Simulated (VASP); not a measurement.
BaS, 4 atoms in the cell. Symmetry: P6_3/mmc, No. 194, hexagonal system. The conventional cell has a = 4.376 Å, b = 4.376 Å, c = 7.685 Å, α = 90.00°, β = 90.00°, γ = 120.00°. Within 4.2 Å of Ba (site symmetry -3m) lie 6 S at 3.17 Å and 2 Ba at 3.84 Å. S (site symmetry -6m2) has 6 Ba at 3.17 Å within 4.2 Å. 

| Item | Value |
| --- | --- |
| Program | VASP 6.6.1 |
| Task | single point |
| Functional | PBEsol |
| Potentials or basis | VASP PAW PBE potentials, release 64 (Ba_sv, S) |
| Cutoff | 520 eV |
| k mesh | 6 × 6 × 4 |
| Occupations | fermi-dirac, width 0.02 eV |
| Spin | no spin polarisation |
| Dipole correction | no |
| Further INCAR settings | ALGO = Normal; EDIFF = 1e-07; NBANDS = 24 |

Potentials or basis: VASP PAW PBE potentials, release 64 (Ba_sv, S).

The run is started by

```sh
$ cat potpaw_PBE.64/Ba_sv/POTCAR potpaw_PBE.64/S/POTCAR > POTCAR
$ mpirun -np 1 vasp_std > vasp.out
```

Hardware: 1 thread of Intel(R) Xeon(R) Platinum 8259CL CPU @ 2.50GHz (Skylake/Cascade Lake), with other jobs on the host.

Problem. How long does it take, and how much memory?

Solution. Run time: 81 s on 1 thread of Intel(R) Xeon(R) Platinum 8259CL CPU @ 2.50GHz (Skylake/Cascade Lake) (shared host), peak memory 0.28 GiB. Counts: scf iterations 14, k points 21.
